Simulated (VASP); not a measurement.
Write the native input for VASP 6.6.1 that does the following.

* Task: single point
* Functional: PBEsol
* Potentials or basis: VASP PAW PBE potentials, release 64 (In_d, P)
* Cutoff: 520 eV
* k mesh: 10 × 10 × 10
* Occupations: gaussian, width 0.02 eV
* Spin: no spin polarisation
* Dipole correction: no
* Further INCAR settings: ALGO = Normal; EDIFF = 1e-07; NBANDS = 16

The structure of InP lies in POSCAR:

```
InP
1.0
    0.0000000000      2.9391978095      2.9391978095
    2.9391978095      0.0000000000      2.9391978095
    2.9391978095      2.9391978095      0.0000000000
In P
1 1
Direct
    0.0000000000      0.0000000000      0.0000000000
    0.2500000000      0.2500000000      0.2500000000
```

These files were run (other wordings do the same):

INCAR

```
PREC     = Accurate       # precision mode
ENCUT    = 520            # plane-wave cutoff, eV
EDIFF    = 1E-7           # SCF threshold, eV
ISMEAR   = 0              # smearing method
SIGMA    = 0.02           # smearing width, eV
LREAL    = F              # projectors in reciprocal space
LASPH    = T              # aspherical terms in the spheres
NELM     = 100            # most SCF steps
ALGO     = Normal         # electronic algorithm
ISIF     = 2              # what is computed and relaxed
LWAVE    = F              # write WAVECAR
LCHARG   = T              # write CHGCAR
GGA      = PS             # functional
LELF     = T              # ELF
LVHAR    = T            
NBANDS   = 16             # bands
```

KPOINTS

```
Automatic mesh
0
Gamma
  10 10 10
```

Potentials or basis: VASP PAW PBE potentials, release 64 (In_d, P).

The run is started by

```console
$ cat potpaw_PBE.64/In_d/POTCAR potpaw_PBE.64/P/POTCAR > POTCAR
$ mpirun -np 1 vasp_std > vasp.out
```

Results of the run:

- Pressure: 0.0 GPa
- Band gap on the k mesh: 0.57 eV

Caveat: semilocal functionals underestimate gaps, and a narrow one can read as zero; the PAW data sets were made with another functional, which shifts forces and pressure a little; spin-orbit coupling is left out, which moves the levels of the heavy elements.

It took 16 s on 1 thread of Intel(R) Xeon(R) 6975P-C (Granite Rapids) (shared host), peak memory 0.19 GiB.
